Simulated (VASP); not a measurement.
# PbS (Cmcm) in VASP: a series of runs

PbS is run at these levels: revPBE+D4, r2SCAN, LDA; tasks: relaxation of cell and atoms, single point.

Program: VASP 6.6.1. These are calculated values, not measurements. Logs are shortened: lines on timing, memory, paths and dates and some standing lists are left out, and cuts for length are marked.

## (1) The cell of the first run

The structure is orthorhombic, space group Cmcm (No. 63). Conventional cell: a = 4.160 Å, b = 11.983 Å, c = 4.279 Å, α = 90.00°, β = 90.00°, γ = 90.00°. Within 3.5 Å of Pb (site symmetry m2m) lie 5 S at 2.69 to 2.99 Å. S (site symmetry m2m) has 5 Pb at 2.69 to 2.99 Å within 3.5 Å.

## (2) Relaxation of cell and atoms, revPBE+D4

File INCAR:

```
PREC = Accurate ; ENCUT = 600
EDIFF = 1E-6 ; ISMEAR = -1
SIGMA = 0.05 ; LREAL = False
LASPH = True ; NELM = 60
ALGO = Normal ; ISIF = 3
LWAVE = False ; LCHARG = False
GGA = RE ; IVDW = 13
IBRION = 2 ; NSW = 60
EDIFFG = -0.01
```

File KPOINTS:

```
Automatic mesh
0
Gamma
  7 7 6
```

File POSCAR:

```
PbS
1.0
    2.0799526950     -5.9912968650      0.0000000000
    2.0799526950      5.9912968650      0.0000000000
    0.0000000000      0.0000000000      4.2793209400
Pb S
2 2
Direct
    0.1305633500      0.8694366500      0.2500000000
    0.8694366500      0.1305633500      0.7500000000
    0.3547970900      0.6452029100      0.2500000000
    0.6452029100      0.3547970900      0.7500000000
```

Potentials or basis: VASP PAW PBE potentials, release 64 (Pb_d, S).

Run with:

```bash
cat potpaw_PBE.64/Pb_d/POTCAR potpaw_PBE.64/S/POTCAR > POTCAR
mpirun -np 1 vasp_std > vasp.out
```

OUTCAR:

```text
PREC = Accurate
   ENCUT = 600
   EDIFF = 1E-6
   ISMEAR = -1
   LREAL = False
   LASPH = True
   NELM = 60
   ISIF = 3
   GGA = RE
   IVDW = 13
   IBRION = 2
   NSW = 60
   EDIFFG = -0.01

 ion  position               nearest neighbor table
   1  0.131  0.869  0.250-   3 2.69   4 2.99   4 2.99   4 2.99   4 2.99   2 3.79   2 3.79   2 4.13
                             2 4.13   2 4.13   2 4.13
   2  0.869  0.131  0.750-   4 2.69   3 2.99   3 2.99   3 2.99   3 2.99   1 3.79   1 3.79   1 4.13
                             1 4.13   1 4.13   1 4.13
   3  0.355  0.645  0.250-   1 2.69   2 2.99   2 2.99   2 2.99   2 2.99
   4  0.645  0.355  0.750-   2 2.69   1 2.99   1 2.99   1 2.99   1 2.99

  LATTYP: Found a base centered orthorhombic cell.
 ALAT       =     4.1599053900
 B/A-ratio  =     2.8804966956
 C/A-ratio  =     1.0287063139

  Lattice vectors:

 A1 = (   2.0799526950,  -5.9912968650,   0.0000000000)
 A2 = (   2.0799526950,   5.9912968650,   0.0000000000)
 A3 = (   0.0000000000,   0.0000000000,   4.2793209400)

Analysis of symmetry for initial positions (statically):
=====================================================================
 Subroutine PRICEL returns:
 Original cell was already a primitive cell.

 Routine SETGRP: Setting up the symmetry group for a
 base centered orthorhombic supercell.

 Subroutine GETGRP returns: Found  8 space group operations
 (whereof  4 operations were pure point group operations)
 out of a pool of  8 trial point group operations.

The static configuration has the point symmetry C_2h.
 The point group associated with its full space group is D_2h.

Analysis of symmetry for dynamics (positions and initial velocities):
=====================================================================
 Subroutine PRICEL returns:
 Original cell was already a primitive cell.

 Routine SETGRP: Setting up the symmetry group for a
 base centered orthorhombic supercell.

 Subroutine GETGRP returns: Found  8 space group operations
 (whereof  4 operations were pure point group operations)
 out of a pool of  8 trial point group operations.

The dynamic configuration has the point symmetry C_2h.
 The point group associated with its full space group is D_2h.

 Subroutine INISYM returns: Found  8 space group operations
 (whereof  4 operations are pure point group operations),
 and found     1 'primitive' translations

----------------------------------------------------------------------------------------

                                     Primitive cell

  volume of cell :     106.6545

  direct lattice vectors                    reciprocal lattice vectors
     2.079952695 -5.991296865  0.000000000     0.240390083 -0.083454386  0.000000000
     2.079952695  5.991296865  0.000000000     0.240390083  0.083454386  0.000000000
     0.000000000  0.000000000  4.279320940     0.000000000  0.000000000  0.233681936

  length of vectors
     6.342069168  6.342069168  4.279320940     0.254464195  0.254464195  0.233681936

  position of ions in fractional coordinates (direct lattice)
     0.130563350  0.869436650  0.250000000
     0.869436650  0.130563350  0.750000000
     0.354797090  0.645202910  0.250000000
     0.645202910  0.354797090  0.750000000

  ion indices of the primitive-cell ions
   primitive index   ion index
                 1           1
                 2           2
                 3           3
                 4           4

----------------------------------------------------------------------------------------

 KPOINTS: Automatic mesh

Automatic generation of k-mesh.
 Grid dimensions read from file:
 generate k-points for:    7    7    6

 Generating k-lattice:

  Cartesian coordinates                     Fractional coordinates (reciprocal lattice)
     0.034341440 -0.011922055  0.000000000     0.142857143  0.000000000  0.000000000
     0.034341440  0.011922055  0.000000000     0.000000000  0.142857143  0.000000000
     0.000000000  0.000000000  0.038946989     0.000000000  0.000000000  0.166666667

  Length of vectors
     0.036352028  0.036352028  0.038946989

  Shift w.r.t. Gamma in fractional coordinates (k-lattice)
     0.000000000  0.000000000  0.000000000

 Subroutine IBZKPT returns following result:
 ===========================================

 Found     64 irreducible k-points:

 Following reciprocal coordinates:
            Coordinates               Weight
  0.000000  0.000000  0.000000      1.000000
  0.142857 -0.000000  0.000000      4.000000
  0.285714 -0.000000  0.000000      4.000000
  0.428571 -0.000000  0.000000      4.000000
  0.142857  0.142857  0.000000      2.000000
  0.285714  0.142857  0.000000      4.000000
[... 16 lines left out ...]
  0.428571  0.142857  0.166667      8.000000
 -0.428571  0.142857  0.166667      8.000000
 [... further k-points ...]
   k-points           NKPTS =     64   k-points in BZ     NKDIM =     64   number of bands    NBANDS=     24
   number of dos      NEDOS =    301   number of ions     NIONS =      4
   total plane-waves  NPLWV = 104976
   dimension x,y,z NGX =    54 NGY =   54 NGZ =   36
   dimension x,y,z NGXF=   108 NGYF=  108 NGZF=   72
   ions per type =               2   2
   NGX,Y,Z   is equivalent  to a cutoff of  14.16, 14.16, 13.99 a.u.
   NGXF,Y,Z  is equivalent  to a cutoff of  28.31, 28.31, 27.97 a.u.
 SYSTEM =  unknown system
   PREC   = accura    normal or accurate (medium, high low for compatibility)
   ISTART =      0    job   : 0-new  1-cont  2-samecut
   ICHARG =      2    charge: 1-file 2-atom 10-const
   ISPIN  =      1    spin polarized calculation?
   LNONCOLLINEAR =      F non collinear calculations
   LSORBIT =      F    spin-orbit coupling
   LASPH  =      T    aspherical Exc in radial PAW
   ENCUT  =  600.0 eV  44.10 Ry    6.64 a.u.  12.67 12.67  8.55*2*pi/ulx,y,z
   NELM   =     60;   NELMIN=  2; NELMDL= -5     # of ELM steps
   EDIFF  = 0.1E-05   stopping-criterion for ELM
   LREAL  =      F    real-space projection
   EDIFFG = -.1E-01   stopping-criterion for IOM
   NSW    =     60    number of steps for IOM
   IBRION =      2    ionic relax: 0-MD 1-quasi-New 2-CG
   NFREE  =      1    steps in history (QN), initial steepest desc. (CG)
   ISIF   =      3    stress and relaxation
   ISYM   =      2    0-nonsym 1-usesym 2-fastsym
   POTIM  = 0.5000    time-step for ionic-motion
   TEBEG  =    0.0;   TEEND  =   0.0 temperature during run
   PSTRESS=    0.0 pullay stress
   NELECT =      40.0000    total number of electrons
   NUPDOWN=      -1.0000    fix difference up-down
   EMIN   =  10.00;   EMAX   =-10.00  energy-range for DOS
   EFERMI =   0.00;   METHOD = LEGACY
   ISMEAR =    -1;   SIGMA  =   0.05  broadening in eV -4-tet -1-fermi 0-gaus
   EFERMI_NEDOS =   21; number of points for ismear=-14 and -15
   IALGO  =     38    algorithm
   IMIX   =      4    mixing-type and parameters
     AMIX     =   0.40;   BMIX     =  1.00
     AMIX_MAG =   1.60;   BMIX_MAG =  1.00
  volume/ion in A,a.u.               =      26.66       179.94
  Fermi-wavevector in a.u.,A,eV,Ry     =   1.180597  2.231005 18.963935  1.393810
  Thomas-Fermi vector in A             =   2.316887
   LORBIT       =      0    0 simple, 1 ext, 2 COOP (PROOUT), +10 PAW based schemes
   GGA     = RE    functional components
   LHFCALC =     F    Hartree Fock is set to
   AEXX    =    0.0000 exact exchange contribution
   IVDW    =    13    specifies the selected vdW correction
   LEPSILON=     F    determine dielectric tensor
   LRPA    =     F    only Hartree local field effects (RPA)
 conjugate gradient relaxation of ions
 non-spin polarized calculation
  energy-cutoff  :      600.00
  volume of cell :      106.65
 maximum number of plane-waves:      3581
 NGX is ok and might be reduce to    54
   NGX = 25   NGY = 25   NGZ = 17

--------------------------------------- Ionic step        1  -------------------------------------------

 number of electron      40.0000001 magnetization

 Free energy of the ion-electron system (eV)
  ---------------------------------------------------
  ext. energy  EPLUGINS =         0.00000000
  ---------------------------------------------------
  free energy    TOTEN  =       -16.18066577 eV

  energy without entropy =      -16.18066568  energy(sigma->0) =      -16.18066572

------------------------ aborting loop because EDIFF is reached ----------------------------------------

  DFT-D4 for vdW energy calculation

  Edisp (eV):   -2.41049

  FORCE on cell =-STRESS in cart. coord.  units (eV):
  Direction    XX          YY          ZZ          XY          YZ          ZX
  --------------------------------------------------------------------------------------
  -------------------------------------------------------------------------------------
  Total      -0.61154    -0.54688    -0.53285     0.00000     0.00000     0.00000
  in kB      -9.18667    -8.21532    -8.00458     0.00000     0.00000     0.00000
  external pressure =       -8.47 kB  Pullay stress =        0.00 kB
[... 103 lines left out ...]
  FREE ENERGIE OF THE ION-ELECTRON SYSTEM (eV)
  ---------------------------------------------------
  free  energy   TOTEN  =       -18.6009480959 eV

  energy  without entropy=      -18.6009479221  energy(sigma->0) =      -18.60094801

[... ionic steps 4 to 15 ...]

--------------------------------------- Ionic step       16  -------------------------------------------

 number of electron      40.0000001 magnetization

------------------------ aborting loop because EDIFF is reached ----------------------------------------

  DFT-D4 for vdW energy calculation

  Edisp (eV):   -2.52216
[... 73 lines left out ...]
  energy  without entropy=      -18.6195143922  energy(sigma->0) =      -18.61951447

--------------------------------------- Ionic step       18  -------------------------------------------

 number of electron      40.0000001 magnetization

 Free energy of the ion-electron system (eV)
  ---------------------------------------------------
  ext. energy  EPLUGINS =         0.00000000
  ---------------------------------------------------
  free energy    TOTEN  =       -16.10004768 eV

  energy without entropy =      -16.10004753  energy(sigma->0) =      -16.10004760

 E-fermi :   6.1526     XC(G=0):  -9.7221

 val. band max:        5.4841206729   @ k =  -0.4286   0.4286   0.3333
 cond. band min:       6.7869487414   @ k =   0.4286   0.4286   0.0000
 fundamental gap:      1.3028280685
 Fermi energy:         6.1526493487

 k-point     1 :       0.0000    0.0000    0.0000
  band No.  band energies     occupation
      1     -10.9728      2.00000
      2     -10.8806      2.00000
      3     -10.8782      2.00000
      4     -10.8557      2.00000
      5     -10.8081      2.00000
      6     -10.8064      2.00000
[... 637 lines left out ...]
     23       8.4486      0.00000
     24       9.8446      0.00000

 [... further k-points ...]

------------------------ aborting loop because EDIFF is reached ----------------------------------------

  DFT-D4 for vdW energy calculation

  Edisp (eV):   -2.51952

  FORCE on cell =-STRESS in cart. coord.  units (eV):
  Direction    XX          YY          ZZ          XY          YZ          ZX
  --------------------------------------------------------------------------------------
  -------------------------------------------------------------------------------------
  Total      -0.02652     0.00539    -0.02505     0.00000     0.00000     0.00000
  in kB      -0.41726     0.08479    -0.39414     0.00000     0.00000     0.00000
  external pressure =       -0.24 kB  Pullay stress =        0.00 kB
[... 19 lines left out ...]
  FREE ENERGIE OF THE ION-ELECTRON SYSTEM (eV)
  ---------------------------------------------------
  free  energy   TOTEN  =       -18.6195689065 eV

  energy  without entropy=      -18.6195687606  energy(sigma->0) =      -18.61956883

 reached required accuracy - stopping structural energy minimisation
```

Run time: 25 min. Hardware: 1 thread of Intel Xeon Platinum 8559C (Emerald Rapids), shared host; peak memory 0.43 GiB.

What came out:

```yaml
Free_energy: -18.6196 eV
Relaxed_volume: 25.46 Å³/atom
Relaxed_cell: a = 6.142 Å, b = 6.142 Å, c = 4.283 Å, α = 90.00°, β = 90.00°, γ = 140.94°
Space_group_after_relaxing_to_0.1_Å: Cmcm (No. 63)
Energy_gained_by_relaxing: 7.1 meV/atom
Ionic_steps: 18
Pressure_after_relaxing: 0.0 GPa
Largest_force_after_relaxing: 0.008 eV/Å
Band_gap_on_the_k_mesh: 1.30 eV (least direct gap 1.37 eV)
Dispersion_energy_per_atom: -0.630 eV
```

Forces on the atoms (eV/Å):
```
Pb   0.000  0.008  0.000
Pb   0.000 -0.008  0.000
S    0.000 -0.002  0.000
S    0.000  0.002  0.000
```

Step by step:
```csv
step,energy change (eV),largest force (eV/Å),pressure (GPa),volume (Å³)
1,0.0000,0.1066,-0.85,106.65
2,-0.0091,0.1844,-0.05,104.49
3,-0.0098,0.2052,0.20,103.90
4,-0.0165,0.1321,0.12,103.37
5,-0.0226,0.0111,0.04,102.49
6,-0.0233,0.0438,0.02,102.09
7,-0.0274,0.0415,0.01,101.65
8,-0.0274,0.0413,0.00,101.63
9,-0.0274,0.0413,0.01,101.62
10,-0.0277,0.0235,0.03,101.65
11,-0.0280,0.0352,0.06,101.70
12,-0.0282,0.0119,-0.08,101.96
13,-0.0282,0.0161,-0.06,101.91
14,-0.0283,0.0102,-0.03,101.85
15,-0.0283,0.0050,-0.03,101.80
16,-0.0283,0.0064,0.04,101.71
17,-0.0284,0.0025,0.03,101.75
18,-0.0284,0.0080,-0.02,101.83
```

Final structure:
```
CELL_PARAMETERS angstrom
2.05331 -5.78901 0.00000
2.05331 5.78901 0.00000
0.00000 0.00000 4.28332
ATOMIC_POSITIONS crystal
Pb 0.12655 0.87345 0.25000
Pb 0.87345 0.12655 0.75000
S 0.35997 0.64003 0.25000
S 0.64003 0.35997 0.75000
```

Caveat: the PAW data sets were made with another functional, which shifts forces and pressure a little; spin-orbit coupling is left out, which moves the levels of the heavy elements.

## (3) Single point, r2SCAN

This run uses another cell than the first one, of 28.26 Å³/atom.

File POSCAR:

```
PbS
1.0
    2.1207464379     -6.1088031065      0.0000000000
    2.1207464379      6.1088031065      0.0000000000
    0.0000000000      0.0000000000      4.3632505017
Pb S
2 2
Direct
    0.1305633500      0.8694366500      0.2500000000
    0.8694366500      0.1305633500      0.7500000000
    0.3547970900      0.6452029100      0.2500000000
    0.6452029100      0.3547970900      0.7500000000
```

File INCAR.step1:

```
ALGO = Normal ; EDIFF = 1E-4
ENCUT = 520 ; GGA = PE
ISMEAR = -1 ; LASPH = True
LCHARG = False ; LREAL = False
LWAVE = True ; NBANDS = 28
NELM = 100 ; PREC = Accurate
SIGMA = 0.05
```

File INCAR.step2:

```
ALGO = Normal ; EDIFF = 1E-6
ENCUT = 520 ; ISIF = 2
ISMEAR = -1 ; ISTART = 1
LASPH = True ; LCHARG = False
LMIXTAU = True ; LREAL = False
LWAVE = False ; METAGGA = R2SCAN
NBANDS = 28 ; NELM = 100
PREC = Accurate ; SIGMA = 0.05
```

File KPOINTS:

```
k-points
0
Gamma
  7 7 6
```

Potentials or basis: VASP PAW PBE potentials, release 64 (Pb_d, S).

Run with:

```bash
cat potpaw_PBE.64/Pb_d/POTCAR potpaw_PBE.64/S/POTCAR > POTCAR
cp INCAR.step1 INCAR
mpirun -np 1 vasp_std > vasp.out
cp INCAR.step2 INCAR
mpirun -np 1 vasp_std > vasp.out
```

It took 5 min on 1 thread of Intel Xeon Platinum 8559C (Emerald Rapids), shared host; peak memory 0.39 GiB.

It converged, with:

```yaml
Free_energy: -131.0740 eV
Pressure: -2.9 GPa
Largest_force: 0.347 eV/Å
Band_gap_on_the_k_mesh: 1.62 eV (least direct gap 1.77 eV)
```

Forces in eV/Å, atoms in the order of the input:
```
Pb   0.000 -0.347  0.000
Pb   0.000  0.347  0.000
S    0.000  0.229  0.000
S    0.000 -0.229  0.000
```

Levels at points of the mesh, in eV from the valence-band top:
```csv
k point,band 16,band 17,band 18,band 19,band 20,band 21,band 22,band 23,band 24,band 25
"(0.00, 0.00, 0.00)",-2.63,-2.11,-1.41,-1.25,-0.36,4.99,5.20,5.30,5.85,6.07
"(0.00, 0.00, 0.50)",-2.43,-0.93,-0.93,-0.03,-0.03,2.27,2.27,3.21,3.21,5.30
```

Caveat: the PAW data sets were made with another functional, which shifts forces and pressure a little; spin-orbit coupling is left out, which moves the levels of the heavy elements. A k mesh can miss the band edges.

## (4) Single point, LDA, non-collinear spin, zero start, spin-orbit coupling

File INCAR:

```
ALGO = Normal
EDIFF = 1E-6
ENCUT = 520
GGA = CA
GGA_COMPAT = F
ISIF = 2
ISMEAR = -1
KPAR = 4
LASPH = T
LCHARG = T
LNONCOLLINEAR = T
LORBIT = 11
LORBMOM = T
LREAL = F
LSORBIT = T
LVHAR = T
LWAVE = F
MAGMOM = 0 0 0 0 0 0 0 0 0 0 0 0
NBANDS = 54
NELM = 150
PREC = Accurate
SIGMA = 0.05
```

KPOINTS is that of step 3.

File POSCAR:

```
PbS
1.0
    2.0799526950     -5.9912968650      0.0000000000
    2.0799526950      5.9912968650      0.0000000000
    0.0000000000      0.0000000000      4.2793209400
Pb S
2 2
Direct
    0.1305633500      0.8694366500      0.2500000000
    0.8694366500      0.1305633500      0.7500000000
    0.3547970900      0.6452029100      0.2500000000
    0.6452029100      0.3547970900      0.7500000000
```

Potentials or basis: VASP PAW LDA potentials, release 64 (Pb_d, S).

Run with:

```bash
cat potpaw_LDA.64/Pb_d/POTCAR potpaw_LDA.64/S/POTCAR > POTCAR
mpirun -np 4 vasp_ncl > vasp.out
```

Run time: 5.1 min. Hardware: 4 MPI ranks of Oxide Virtual Turin-like, shared host; peak memory 0.76 GiB.

The run converged. Its results:

```yaml
Free_energy: -20.5897 eV
Pressure: -3.6 GPa
Largest_force: 0.140 eV/Å
Net_moment: 0.00 μB per cell
Valence_electrons_inside_the_program's_atomic_spheres: Pb 11.87; S 3.66
```

Forces on the atoms (eV/Å):
```
Pb   0.000 -0.140  0.000
Pb   0.000  0.140  0.000
S    0.000  0.101  0.000
S    0.000 -0.101  0.000
```

Stress tensor (GPa, compression positive):
```
-3.53  0.00  0.00
 0.00 -3.41  0.00
 0.00  0.00 -3.86
```

Moments on the atoms (μB; x, y, z):
```
Pb  0.00 0.00 0.00
Pb  0.00 0.00 0.00
S   0.00 0.00 0.00
S   0.00 0.00 0.00
```

Caveat: the cell stands under tension.

## (5) The runs side by side

```csv
task,level,potentials or basis,spin,cell,cutoff (eV),gap on the mesh (eV),pressure (GPa),largest force (eV/Å)
relaxation of cell and atoms,revPBE+D4,"VASP PAW PBE potentials, release 64 (Pb_d, S)",off,"relaxed from a = 6.342, b = 6.342, c = 4.279 Å, angles 90.0, 90.0, 141.7°, 4 atoms",600,1.30,0.0,0.01
single point,r2SCAN,"VASP PAW PBE potentials, release 64 (Pb_d, S)",off,"a = 6.466, b = 6.466, c = 4.363 Å, angles 90.0, 90.0, 141.7°, 4 atoms",520,1.62,-2.9,0.35
single point,LDA,"VASP PAW LDA potentials, release 64 (Pb_d, S)","non-collinear, zero start, SOC","a = 6.342, b = 6.342, c = 4.279 Å, angles 90.0, 90.0, 141.7°, 4 atoms",520,-,-3.6,0.14
```

Alike in all rows: k mesh 7 × 7 × 6; smearing fermi-dirac 0.05 eV.

Caveats: the PAW data sets were made with another functional, which shifts forces and pressure a little (at least some runs); spin-orbit coupling is left out, which moves the levels of the heavy elements (at least some runs); the cell stands under tension (at least some runs).

Total energies depend on the potentials used, so only differences within one code and one set of settings carry meaning.
